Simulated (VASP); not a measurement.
# Te2Mo in VASP: settings compared

Te2Mo is run at these levels: PBE+D3(BJ), LDA, r2SCAN; tasks: single point.

All numbers are computed with VASP 6.6.1; they aren't measurements. Logs are shortened: lines on timing, memory, paths and dates and some standing lists are left out, and cuts for length are marked.

### Step 1. The cell of the first run

The cell holds a sheet with vacuum, 3 atoms: a = 3.520 Å, b = 3.520 Å, c = 31.040 Å, α = 90.00°, β = 90.00°, γ = 120.00°.

### Step 2. Single point, PBE+D3(BJ)

File INCAR:

```
PREC = Accurate
ENCUT = 400
EDIFF = 1E-6
ISMEAR = 0
SIGMA = 0.02
LREAL = False
LASPH = True
NELM = 120
ALGO = Normal
ISIF = 2
LWAVE = False
LCHARG = False
LDIPOL = True
IDIPOL = 3
DIPOL = 0.5 0.5 0.348
GGA = PE
IVDW = 12
NBANDS = 20
GGA_COMPAT = False
NELMDL = -8
```

File KPOINTS:

```
Automatic mesh
0
Gamma
  12 12 1
```

File POSCAR:

```
Te2Mo
1.0
    3.5200000000      0.0000000000      0.0000000000
   -1.7600000000      3.0484094213      0.0000000000
    0.0000000000      0.0000000000     31.0399999993
Te Mo
2 1
Direct
    0.6666666667      0.3333333333      0.2899200695
    0.6666666667      0.3333333333      0.4066005491
    0.3333333333      0.6666666667      0.3482603093
```

Potentials or basis: VASP PAW PBE potentials, release 64 (Te, Mo_sv).

Started as:

```
cat potpaw_PBE.64/Te/POTCAR potpaw_PBE.64/Mo_sv/POTCAR > POTCAR
mpirun -np 1 vasp_std > vasp.out
```

OUTCAR:

```text
PREC = Accurate
   ENCUT = 400
   EDIFF = 1E-6
   ISMEAR = 0
   LREAL = False
   LASPH = True
   NELM = 120
   ISIF = 2
   GGA = PE
   IVDW = 12
   NELMDL = -8
 IVDW          = 12

 ion  position               nearest neighbor table
   1  0.667  0.333  0.290-   3 2.72   3 2.72   3 2.72   2 3.62
   2  0.667  0.333  0.407-   3 2.72   3 2.72   3 2.72   1 3.62
   3  0.333  0.667  0.348-   2 2.72   1 2.72   2 2.72   1 2.72   2 2.72   1 2.72

  LATTYP: Found a hexagonal cell.
 ALAT       =     3.5200000000
 C/A-ratio  =     8.8181818180

  Lattice vectors:

 A1 = (   3.5200000000,   0.0000000000,   0.0000000000)
 A2 = (  -1.7600000000,   3.0484094213,   0.0000000000)
 A3 = (   0.0000000000,   0.0000000000,  31.0399999993)

Analysis of symmetry for initial positions (statically):
=====================================================================
 Subroutine PRICEL returns:
 Original cell was already a primitive cell.

 Routine SETGRP: Setting up the symmetry group for a
 hexagonal supercell.

 Subroutine GETGRP returns: Found 12 space group operations
 (whereof  6 operations were pure point group operations)
 out of a pool of 24 trial point group operations.

The static configuration has the point symmetry C_3v.
 The point group associated with its full space group is D_3h.

Analysis of symmetry for dynamics (positions and initial velocities):
=====================================================================
 Subroutine PRICEL returns:
 Original cell was already a primitive cell.

 Routine SETGRP: Setting up the symmetry group for a
 hexagonal supercell.

 Subroutine GETGRP returns: Found 12 space group operations
 (whereof  6 operations were pure point group operations)
 out of a pool of 24 trial point group operations.

The dynamic configuration has the point symmetry C_3v.
 The point group associated with its full space group is D_3h.

 Subroutine INISYM returns: Found 12 space group operations
 (whereof  6 operations are pure point group operations),
 and found     1 'primitive' translations

----------------------------------------------------------------------------------------

                                     Primitive cell

  volume of cell :     333.0717

  direct lattice vectors                    reciprocal lattice vectors
     3.520000000  0.000000000  0.000000000     0.284090909  0.164019963  0.000000000
    -1.760000000  3.048409421  0.000000000     0.000000000  0.328039926  0.000000000
     0.000000000  0.000000000 31.039999999     0.000000000  0.000000000  0.032216495

  length of vectors
     3.520000000  3.520000000 31.039999999     0.328039926  0.328039926  0.032216495

  position of ions in fractional coordinates (direct lattice)
     0.666666667  0.333333333  0.289920069
     0.666666667  0.333333333  0.406600549
     0.333333333  0.666666667  0.348260309

  ion indices of the primitive-cell ions
   primitive index   ion index
                 1           1
                 2           2
                 3           3

----------------------------------------------------------------------------------------

 KPOINTS: Automatic mesh

Automatic generation of k-mesh.
 Grid dimensions read from file:
 generate k-points for:   12   12    1

 Generating k-lattice:

  Cartesian coordinates                     Fractional coordinates (reciprocal lattice)
     0.023674242  0.013668330  0.000000000     0.083333333  0.000000000  0.000000000
     0.000000000  0.027336660  0.000000000     0.000000000  0.083333333  0.000000000
     0.000000000  0.000000000  0.032216495     0.000000000  0.000000000  1.000000000

  Length of vectors
     0.027336660  0.027336660  0.032216495

  Shift w.r.t. Gamma in fractional coordinates (k-lattice)
     0.000000000  0.000000000  0.000000000

 Subroutine IBZKPT returns following result:
 ===========================================

 Found     19 irreducible k-points:

 Following reciprocal coordinates:
            Coordinates               Weight
  0.000000  0.000000  0.000000      1.000000
  0.083333 -0.000000  0.000000      6.000000
  0.166667 -0.000000  0.000000      6.000000
  0.250000 -0.000000  0.000000      6.000000
  0.333333 -0.000000  0.000000      6.000000
  0.416667 -0.000000  0.000000      6.000000
[... 11 lines left out ...]
  0.333333  0.250000  0.000000     12.000000
  0.333333  0.333333  0.000000      2.000000
   k-points           NKPTS =     19   k-points in BZ     NKDIM =     19   number of bands    NBANDS=     20
   number of dos      NEDOS =    301   number of ions     NIONS =      3
   total plane-waves  NPLWV = 120960
   dimension x,y,z NGX =    24 NGY =   24 NGZ =  210
   dimension x,y,z NGXF=    48 NGYF=   48 NGZF=  420
   ions per type =               2   1
   NGX,Y,Z   is equivalent  to a cutoff of  11.33, 11.33, 11.25 a.u.
   NGXF,Y,Z  is equivalent  to a cutoff of  22.67, 22.67, 22.49 a.u.
 SYSTEM =  unknown system
   PREC   = accura    normal or accurate (medium, high low for compatibility)
   ISTART =      0    job   : 0-new  1-cont  2-samecut
   ICHARG =      2    charge: 1-file 2-atom 10-const
   ISPIN  =      1    spin polarized calculation?
   LNONCOLLINEAR =      F non collinear calculations
   LSORBIT =      F    spin-orbit coupling
   LASPH  =      T    aspherical Exc in radial PAW
   ENCUT  =  400.0 eV  29.40 Ry    5.42 a.u.   5.74  5.74 50.62*2*pi/ulx,y,z
   NELM   =    120;   NELMIN=  2; NELMDL= -8     # of ELM steps
   EDIFF  = 0.1E-05   stopping-criterion for ELM
   LREAL  =      F    real-space projection
[... 7 lines left out ...]
   TEBEG  =    0.0;   TEEND  =   0.0 temperature during run
   PSTRESS=    0.0 pullay stress
   NELECT =      26.0000    total number of electrons
   NUPDOWN=      -1.0000    fix difference up-down
   EMIN   =  10.00;   EMAX   =-10.00  energy-range for DOS
   EFERMI =   0.00;   METHOD = LEGACY
   ISMEAR =     0;   SIGMA  =   0.02  broadening in eV -4-tet -1-fermi 0-gaus
   EFERMI_NEDOS =   21; number of points for ismear=-14 and -15
   IALGO  =     38    algorithm
   IMIX   =      4    mixing-type and parameters
     AMIX     =   0.40;   BMIX     =  1.00
     AMIX_MAG =   1.60;   BMIX_MAG =  1.00
  volume/ion in A,a.u.               =     111.02       749.23
  Fermi-wavevector in a.u.,A,eV,Ry     =   0.699659  1.322165  6.660370  0.489523
  Thomas-Fermi vector in A             =   1.783599
   LORBIT       =      0    0 simple, 1 ext, 2 COOP (PROOUT), +10 PAW based schemes
   GGA     = PE    functional components
   LHFCALC =     F    Hartree Fock is set to
   AEXX    =    0.0000 exact exchange contribution
   IVDW    =    12    specifies the selected vdW correction
   LEPSILON=     F    determine dielectric tensor
   LRPA    =     F    only Hartree local field effects (RPA)
 non-spin polarized calculation
 Gauss-broadening in eV      SIGMA  =   0.02
  energy-cutoff  :      400.00
  volume of cell :      333.07
 maximum number of plane-waves:      6073
 NGX is ok and might be reduce to    24
   NGX = 11   NGY = 11   NGZ =101

 dipolmoment           0.000000      0.000000     -0.000006 electrons x Angstroem

 number of electron      26.0000004 magnetization

 dipolmoment           0.000000      0.000000      0.000003 electrons x Angstroem

 Free energy of the ion-electron system (eV)
  ---------------------------------------------------
  ext. energy  EPLUGINS =         0.00000000
  ---------------------------------------------------
  free energy    TOTEN  =       -18.01443051 eV

  energy without entropy =      -18.01443051  energy(sigma->0) =      -18.01443051

 E-fermi :  -1.8489     XC(G=0):  -2.7444

 val. band max:       -1.9654756145   @ k =   0.3333   0.3333   0.0000
 cond. band min:      -0.8163994268   @ k =   0.3333   0.3333   0.0000
 fundamental gap:      1.1490761877
 Fermi energy:        -1.8488590455

 k-point     1 :       0.0000    0.0000    0.0000
  band No.  band energies     occupation
      1     -62.6227      2.00000
      2     -36.7926      2.00000
      3     -36.6632      2.00000
      4     -36.6632      2.00000
      5     -14.6179      2.00000
      6     -13.6775      2.00000
[... 12 lines left out ...]
     19       2.4717      0.00000
     20       2.9199      0.00000

 k-point     2 :       0.0833   -0.0000    0.0000
  band No.  band energies     occupation
      1     -62.6221      2.00000
      2     -36.7907      2.00000
      3     -36.6720      2.00000
      4     -36.6653      2.00000
      5     -14.5205      2.00000
      6     -13.6094      2.00000
[... 12 lines left out ...]
     19       2.5903      0.00000
     20       3.0365      0.00000

 k-point     3 :       0.1667   -0.0000    0.0000
  band No.  band energies     occupation
      1     -62.6203      2.00000
      2     -36.7855      2.00000
      3     -36.6957      2.00000
      4     -36.6709      2.00000
      5     -14.2372      2.00000
      6     -13.4117      2.00000
[... 12 lines left out ...]
     19       2.9323      0.00000
     20       3.3716      0.00000

 k-point     4 :       0.2500   -0.0000    0.0000
  band No.  band energies     occupation
      1     -62.6179      2.00000
      2     -36.7784      2.00000
      3     -36.7277      2.00000
      4     -36.6784      2.00000
      5     -13.7987      2.00000
      6     -13.1080      2.00000
[... 314 lines left out ...]
 k-point    18 :       0.3333    0.2500    0.0000
  band No.  band energies     occupation
      1     -62.6122      2.00000
      2     -36.7695      2.00000
      3     -36.7616      2.00000
      4     -36.7296      2.00000
      5     -12.3683      2.00000
      6     -12.1385      2.00000
[... 12 lines left out ...]
     19       3.9942      0.00000
     20       5.1246      0.00000

 k-point    19 :       0.3333    0.3333    0.0000
  band No.  band energies     occupation
      1     -62.6119      2.00000
      2     -36.7605      2.00000
      3     -36.7604      2.00000
      4     -36.7440      2.00000
      5     -12.2684      2.00000
      6     -12.0683      2.00000
[... 12 lines left out ...]
     19       3.1650      0.00000
     20       5.3443      0.00000

------------------------ aborting loop because EDIFF is reached ----------------------------------------

 vacuum level on the upper side and lower side of the slab       (xc-potential included)        -0.007        -0.007

 Edisp (eV)   -1.19256

 E8    (eV) :    -0.5807

  FORCE on cell =-STRESS in cart. coord.  units (eV):
  Direction    XX          YY          ZZ          XY          YZ          ZX
  --------------------------------------------------------------------------------------
  -------------------------------------------------------------------------------------
  Total      -0.42054    -0.42054    -0.05959     0.00000     0.00000     0.00000
  in kB      -2.02293    -2.02293    -0.28666     0.00000     0.00000     0.00000
  external pressure =       -1.44 kB  Pullay stress =        0.00 kB

 VOLUME and BASIS-vectors are now :
 -----------------------------------------------------------------------------
  energy-cutoff  :      400.00
  volume of cell :      333.07
      direct lattice vectors                 reciprocal lattice vectors
     3.520000000  0.000000000  0.000000000     0.284090909  0.164019963  0.000000000
    -1.760000000  3.048409421  0.000000000     0.000000000  0.328039926  0.000000000
     0.000000000  0.000000000 31.039999999     0.000000000  0.000000000  0.032216495

 POSITION                                       TOTAL-FORCE (eV/Angst)
 -----------------------------------------------------------------------------------
      1.76000      1.01614      8.99912         0.000000      0.000000     -0.014374
      1.76000      1.01614     12.62088         0.000000      0.000000      0.014374
     -0.00000      2.03227     10.81000        -0.000000     -0.000000      0.000000
 -----------------------------------------------------------------------------------
    total drift:                                0.000000     -0.000000     -0.000036

  FREE ENERGIE OF THE ION-ELECTRON SYSTEM (eV)
  ---------------------------------------------------
  free  energy   TOTEN  =       -19.2069860561 eV

  energy  without entropy=      -19.2069860561  energy(sigma->0) =      -19.20698606

 vacuum level on the upper side and lower side of the slab         2.885         2.885
```

It took 5.6 min on 1 thread of Intel Xeon 8259CL, shared host; peak memory 0.38 GiB.

What came out:

```yaml
Free_energy: -19.2070 eV
Largest_force: 0.014 eV/Å
Band_gap_on_the_k_mesh: 1.15 eV
Dispersion_energy_per_atom: -0.398 eV
```

Forces on the atoms (eV/Å):
```
Te   0.000  0.000 -0.014
Te   0.000  0.000  0.014
Mo   0.000  0.000  0.000
```

Caveat: spin-orbit coupling is left out, which moves the levels of the heavy elements.

(Continued in part 2 of 2.)
